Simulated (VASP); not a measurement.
Runs of VASP 6.6.1 on Ru. The structure is that of space group Im-3m (No. 229), or close to it. The cells are those of the table. 

| task | cell | k mesh | cutoff (eV) | gap on the mesh (eV) | pressure (GPa) |
| --- | --- | --- | --- | --- | --- |
| single point | a = 2.649 Å, angles 109.5°, 1 atom | 16 × 16 × 16 | 520 | none | (a) |
| single point | a = 2.580 Å, angles 109.5°, 1 atom | 16 × 16 × 16 | 520 | none | (b) |
| single point | a = 2.683 Å, angles 109.5°, 1 atom | 16 × 16 × 16 | 520 | none | -19.8 |
| single point | a = 2.716 Å, angles 109.5°, 1 atom | 16 × 16 × 16 | 520 | none | -26.7 |
| single point | a = 2.615 Å, angles 109.5°, 1 atom | 24 × 24 × 24 | 520 | none | 0.0 |
| relaxation of cell and atoms | relaxed from a = 2.602 Å, angles 109.5°, 1 atom | 15 × 15 × 15 | 600 | none | -0.1 |
| single point | a = 2.615 Å, angles 109.5°, 1 atom | 16 × 16 × 16 | 520 | none | 0.1 |
| single point | a = 2.543 Å, angles 109.5°, 1 atom | 16 × 16 × 16 | 520 | none | 31.8 |
| single point | a = 2.615 Å, angles 109.5°, 1 atom | 15 × 15 × 15 | 520 | none | -0.1 |
| single point | a = 2.506 Å, angles 109.5°, 1 atom | 16 × 16 × 16 | 520 | none | 54.2 |

Alike in all rows: level PBEsol; potentials or basis VASP PAW PBE potentials, release 64 (Ru_pv); no spin polarisation; smearing fermi-dirac 0.1 eV.

Q: Estimate the missing entries.

A: (a) -11.1; (b) 14.1.

Caveats: the PAW data sets were made with another functional, which shifts forces and pressure a little.

A k mesh can miss the band edges, and the runs leave out spin-orbit coupling on Ru.

A gap of «none» marks levels without a gap at the run's occupations.
